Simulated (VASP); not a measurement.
# Rh (Pm-3m) in VASP: notebook, part 2 of 2

VASP 6.6.1.

### Step 4. Single point, PBE (volume scaled by 0.9, partial waves polarizable)

INCAR

```
PREC = Accurate
ENCUT = 520
EDIFF = 1E-7
ISMEAR = -1
SIGMA = 0.1
LREAL = F
LASPH = T
NELM = 100
ALGO = Normal
ISIF = 2
LWAVE = F
LCHARG = F
GGA = PE
NBANDS = 14
```

KPOINTS

```
Automatic mesh
0
Gamma
  15 15 15
```

POSCAR

```
Rh
1.0
    2.4496194158      0.0000000000      0.0000000000
    0.0000000000      2.4496194158      0.0000000000
    0.0000000000      0.0000000000      2.4496194158
Rh
1
Direct
    0.0000000000      0.0000000000      0.0000000000
```

Potentials or basis: VASP PAW PBE potentials, release 64 (Rh_pv).

Run with:

```bash
cat potpaw_PBE.64/Rh_pv/POTCAR > POTCAR
mpirun -np 1 vasp_std > vasp.out
```

OUTCAR:

```text
PREC = Accurate
   ENCUT = 520
   EDIFF = 1E-7
   ISMEAR = -1
   LREAL = F
   LASPH = T
   NELM = 100
   ISIF = 2
   GGA = PE

 ion  position               nearest neighbor table
   1  0.000  0.000  0.000-

  LATTYP: Found a simple cubic cell.
 ALAT       =     2.4496194158

  Lattice vectors:

 A1 = (   2.4496194158,   0.0000000000,   0.0000000000)
 A2 = (   0.0000000000,   2.4496194158,   0.0000000000)
 A3 = (   0.0000000000,   0.0000000000,   2.4496194158)

Analysis of symmetry for initial positions (statically):
=====================================================================
 Subroutine PRICEL returns:
 Original cell was already a primitive cell.

 Routine SETGRP: Setting up the symmetry group for a
 simple cubic supercell.

 Subroutine GETGRP returns: Found 48 space group operations
 (whereof 48 operations were pure point group operations)
 out of a pool of 48 trial point group operations.

The static configuration has the point symmetry O_h .

Analysis of symmetry for dynamics (positions and initial velocities):
=====================================================================
 Subroutine PRICEL returns:
 Original cell was already a primitive cell.

 Routine SETGRP: Setting up the symmetry group for a
 simple cubic supercell.

 Subroutine GETGRP returns: Found 48 space group operations
 (whereof 48 operations were pure point group operations)
 out of a pool of 48 trial point group operations.

The dynamic configuration has the point symmetry O_h .

 Subroutine INISYM returns: Found 48 space group operations
 (whereof 48 operations are pure point group operations),
 and found     1 'primitive' translations

----------------------------------------------------------------------------------------

                                     Primitive cell

  volume of cell :      14.6993

  direct lattice vectors                    reciprocal lattice vectors
     2.449619416  0.000000000  0.000000000     0.408226679  0.000000000  0.000000000
     0.000000000  2.449619416  0.000000000     0.000000000  0.408226679  0.000000000
     0.000000000  0.000000000  2.449619416     0.000000000  0.000000000  0.408226679

  length of vectors
     2.449619416  2.449619416  2.449619416     0.408226679  0.408226679  0.408226679

  position of ions in fractional coordinates (direct lattice)
     0.000000000  0.000000000  0.000000000

  ion indices of the primitive-cell ions
   primitive index   ion index
                 1           1

----------------------------------------------------------------------------------------

 KPOINTS: Automatic mesh

Automatic generation of k-mesh.
 Grid dimensions read from file:
 generate k-points for:   15   15   15

 Generating k-lattice:

  Cartesian coordinates                     Fractional coordinates (reciprocal lattice)
     0.027215112  0.000000000  0.000000000     0.066666667  0.000000000  0.000000000
     0.000000000  0.027215112  0.000000000     0.000000000  0.066666667  0.000000000
     0.000000000  0.000000000  0.027215112     0.000000000  0.000000000  0.066666667

  Length of vectors
     0.027215112  0.027215112  0.027215112

  Shift w.r.t. Gamma in fractional coordinates (k-lattice)
     0.000000000  0.000000000  0.000000000

 Subroutine IBZKPT returns following result:
 ===========================================

 Found    120 irreducible k-points:

 Following reciprocal coordinates:
            Coordinates               Weight
  0.000000  0.000000  0.000000      1.000000
  0.066667  0.000000  0.000000      6.000000
  0.133333  0.000000  0.000000      6.000000
  0.200000  0.000000  0.000000      6.000000
  0.266667  0.000000  0.000000      6.000000
  0.333333  0.000000  0.000000      6.000000
[... 16 lines left out ...]
  0.266667  0.200000  0.000000     24.000000
  0.333333  0.200000  0.000000     24.000000
 [... further k-points ...]
   k-points           NKPTS =    120   k-points in BZ     NKDIM =    120   number of bands    NBANDS=     14
   number of dos      NEDOS =    301   number of ions     NIONS =      1
   total plane-waves  NPLWV =   5832
   dimension x,y,z NGX =    18 NGY =   18 NGZ =   18
   dimension x,y,z NGXF=    36 NGYF=   36 NGZF=   36
   ions per type =               1
   NGX,Y,Z   is equivalent  to a cutoff of  12.22, 12.22, 12.22 a.u.
   NGXF,Y,Z  is equivalent  to a cutoff of  24.43, 24.43, 24.43 a.u.
 SYSTEM =  unknown system
   PREC   = accura    normal or accurate (medium, high low for compatibility)
   ISTART =      0    job   : 0-new  1-cont  2-samecut
   ICHARG =      2    charge: 1-file 2-atom 10-const
   ISPIN  =      1    spin polarized calculation?
   LNONCOLLINEAR =      F non collinear calculations
   LSORBIT =      F    spin-orbit coupling
   LASPH  =      T    aspherical Exc in radial PAW
   ENCUT  =  520.0 eV  38.22 Ry    6.18 a.u.   4.55  4.55  4.55*2*pi/ulx,y,z
   NELM   =    100;   NELMIN=  2; NELMDL= -5     # of ELM steps
   EDIFF  = 0.1E-06   stopping-criterion for ELM
   LREAL  =      F    real-space projection
   EDIFFG = 0.1E-05   stopping-criterion for IOM
   NSW    =      0    number of steps for IOM
   IBRION =     -1    ionic relax: 0-MD 1-quasi-New 2-CG
   NFREE  =      0    steps in history (QN), initial steepest desc. (CG)
   ISIF   =      2    stress and relaxation
   ISYM   =      2    0-nonsym 1-usesym 2-fastsym
   POTIM  = 0.5000    time-step for ionic-motion
   TEBEG  =    0.0;   TEEND  =   0.0 temperature during run
   PSTRESS=    0.0 pullay stress
   NELECT =      15.0000    total number of electrons
   NUPDOWN=      -1.0000    fix difference up-down
   EMIN   =  10.00;   EMAX   =-10.00  energy-range for DOS
   EFERMI =   0.00;   METHOD = LEGACY
   ISMEAR =    -1;   SIGMA  =   0.10  broadening in eV -4-tet -1-fermi 0-gaus
   EFERMI_NEDOS =   21; number of points for ismear=-14 and -15
   IALGO  =     38    algorithm
   IMIX   =      4    mixing-type and parameters
     AMIX     =   0.40;   BMIX     =  1.00
     AMIX_MAG =   1.60;   BMIX_MAG =  1.00
  volume/ion in A,a.u.               =      14.70        99.20
  Fermi-wavevector in a.u.,A,eV,Ry     =   1.648188  3.114623 36.960529  2.716522
  Thomas-Fermi vector in A             =   2.737519
   LORBIT       =      0    0 simple, 1 ext, 2 COOP (PROOUT), +10 PAW based schemes
   GGA     = PE    functional components
[... 5 lines left out ...]
 non-spin polarized calculation
  energy-cutoff  :      520.00
  volume of cell :       14.70
 maximum number of plane-waves:       413
   NGX =  9   NGY =  9   NGZ =  9

 number of electron      15.0000014 magnetization

 Free energy of the ion-electron system (eV)
  ---------------------------------------------------
  ext. energy  EPLUGINS =         0.00000000
  ---------------------------------------------------
  free energy    TOTEN  =        -6.37649841 eV

  energy without entropy =       -6.32567760  energy(sigma->0) =       -6.35108800

 E-fermi :  10.8932     XC(G=0): -13.4417

 val. band max:       10.8747175969   @ k =   0.2000   0.2000   0.0667
 cond. band min:      10.9062170086   @ k =   0.3333   0.1333   0.1333
 fundamental gap:      0.0314994116
 Fermi energy:        10.8932183630

 k-point     1 :       0.0000    0.0000    0.0000
  band No.  band energies     occupation
      1     -35.2687      2.00000
      2     -35.2687      2.00000
      3     -35.2687      2.00000
      4       3.4655      2.00000
      5       5.0151      2.00000
      6       5.0151      2.00000
      7      11.7899      0.00026
      8      11.7899      0.00026
      9      11.7899      0.00026
     10      28.4655      0.00000
     11      28.4655      0.00000
     12      28.4655      0.00000
     13      31.8568      0.00000
     14      36.5107      0.00000

 k-point     2 :       0.0667    0.0000    0.0000
  band No.  band energies     occupation
      1     -35.3127      2.00000
      2     -35.2650      2.00000
      3     -35.2650      2.00000
      4       3.6049      2.00000
      5       5.0440      2.00000
      6       5.1528      2.00000
      7      11.6580      0.00095
      8      11.6580      0.00095
      9      11.8000      0.00023
     10      27.5570      0.00000
[... 362 lines left out ...]
 k-point    24 :       0.3333    0.2000    0.0000
  band No.  band energies     occupation
      1     -35.9672      2.00000
      2     -35.5397      2.00000
      3     -35.1756      2.00000
      4       5.7871      2.00000
      5       6.6331      2.00000
      6       7.9007      2.00000
      7       9.9821      1.99978
      8      10.8043      1.41757
      9      11.0856      0.25490
     10      20.9440      0.00000
     11      27.0372      0.00000
     12      31.2213      0.00000
     13      31.8671      0.00000
     14      35.1445      0.00000

 [... further k-points ...]
[... 5 lines left out ...]
  --------------------------------------------------------------------------------------
  -------------------------------------------------------------------------------------
  Total        2.3079734      2.3079734      2.3079734      0.0000000      0.0000000     -0.0000000
  in kB      251.5622877    251.5622877    251.5622877      0.0000000      0.0000000     -0.0000000
  external PRESSURE =     251.5622877 kB  Pullay stress =       0.0000000 kB

 VOLUME and BASIS-vectors are now :
 -----------------------------------------------------------------------------
  energy-cutoff  :      520.00
  volume of cell :       14.70
      direct lattice vectors                 reciprocal lattice vectors
     2.449619416  0.000000000  0.000000000     0.408226679  0.000000000  0.000000000
     0.000000000  2.449619416  0.000000000     0.000000000  0.408226679  0.000000000
     0.000000000  0.000000000  2.449619416     0.000000000  0.000000000  0.408226679

 POSITION                                       TOTAL-FORCE (eV/Angst)
 -----------------------------------------------------------------------------------
      0.00000      0.00000      0.00000         0.000000      0.000000      0.000000
 -----------------------------------------------------------------------------------
    total drift:                                0.000000      0.000000     -0.000000

  FREE ENERGIE OF THE ION-ELECTRON SYSTEM (eV)
  ---------------------------------------------------
  free  energy   TOTEN  =        -6.3764984142 eV

  energy  without entropy=       -6.3256775956  energy(sigma->0) =       -6.35108800
```

OSZICAR:

```text
N       E                     dE             d eps       ncg     rms          rms(c)
DAV:   1     0.123249451628E+03    0.12325E+03   -0.89443E+03  3368   0.114E+03
DAV:   2    -0.506433362846E+01   -0.12831E+03   -0.12196E+03  3636   0.340E+02
DAV:   3    -0.663406166620E+01   -0.15697E+01   -0.15665E+01  4104   0.420E+01
DAV:   4    -0.664066813000E+01   -0.66065E-02   -0.66059E-02  3894   0.277E+00
DAV:   5    -0.664073441914E+01   -0.66289E-04   -0.66284E-04  4080   0.249E-01    0.101E+01
DAV:   6    -0.638560821060E+01    0.25513E+00   -0.43814E-01  3792   0.891E+00    0.442E+00
DAV:   7    -0.637817808217E+01    0.74301E-02   -0.19852E-02  3906   0.115E+00    0.202E+00
DAV:   8    -0.637654100780E+01    0.16371E-02   -0.25423E-03  3738   0.640E-01    0.660E-02
DAV:   9    -0.637649974934E+01    0.41258E-04   -0.73705E-05  4104   0.119E-01    0.155E-02
DAV:  10    -0.637649879360E+01    0.95574E-06   -0.30646E-06  3774   0.199E-02    0.648E-03
DAV:  11    -0.637649835059E+01    0.44301E-06   -0.33749E-08  2976   0.219E-03    0.647E-04
DAV:  12    -0.637649841424E+01   -0.63650E-07   -0.73589E-09  2106   0.113E-03
   1 F= -.63764984E+01 E0= -.63510880E+01  d E =-.508208E-01
```

Run time: 22 s. Hardware: 1 thread of AMD EPYC 7R43 (Zen 3), shared host; peak memory 0.1 GiB.

Results:

```
Free energy : -6.3765 eV
Pressure    : 25.2 GPa
```

Levels at points of the mesh, in eV from the Fermi level:
```tsv
k point	band 6	band 7	band 8	band 9	band 10	band 11
(0.00, 0.00, 0.00)	-5.88	0.90	0.90	0.90	17.57	17.57
```
